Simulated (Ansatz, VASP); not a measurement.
**H4NF in VASP and in Ansatz**

```xyz
12
Lattice="4.4290 0.0000 0.0000 -2.2145 3.8356 0.0000 0.0000 0.0000 7.1646" Properties=species:S:1:pos:R:3 pbc="T T T"
H     0.0000    2.5571    1.6416
H     2.2145    1.2785    5.2240
H     0.8505    2.0660    3.0277
H     3.0650    1.7696    6.6100
H     0.0000    3.5391    3.0277
H     1.3640    1.7696    6.6100
H    -0.8505    2.0660    3.0277
H     2.2145    0.2965    6.6100
N     0.0000    2.5571    2.6826
N     2.2145    1.2785    6.2649
F     0.0000    2.5571   -0.0202
F     2.2145    1.2785    3.5622
```

Alike in both runs: task single point; functional r2SCAN; k mesh 6 × 6 × 4; occupations fermi-dirac, width 0.02 eV; no spin polarisation.

|  | VASP | Ansatz |
| --- | --- | --- |
| version | VASP 6.6.1 | Ansatz 0.2.0 |
| potentials or method | VASP PAW PBE potentials, release 64 (H, N, F), cutoff 520 eV | PAW plane waves |
| valence electrons in the cell | 32 | 32 |

```tsv
	VASP	Ansatz	Ansatz less VASP
gap on the k mesh at the Fermi level (eV)	6.56	6.56	-0.001
pressure (GPa)	-0.2	0.0	+0.20
rms of the force components (eV/Å)	0.023	0.001	-0.0223
```

VASP's potentials were made for PBE, not for r2SCAN. Atom by atom the forces differ by 0.023 eV/Å (rms over components). With one functional, cell and mesh, what is left measures potentials, basis and numerics. Ansatz's warnings: xc potential rough in thin density.
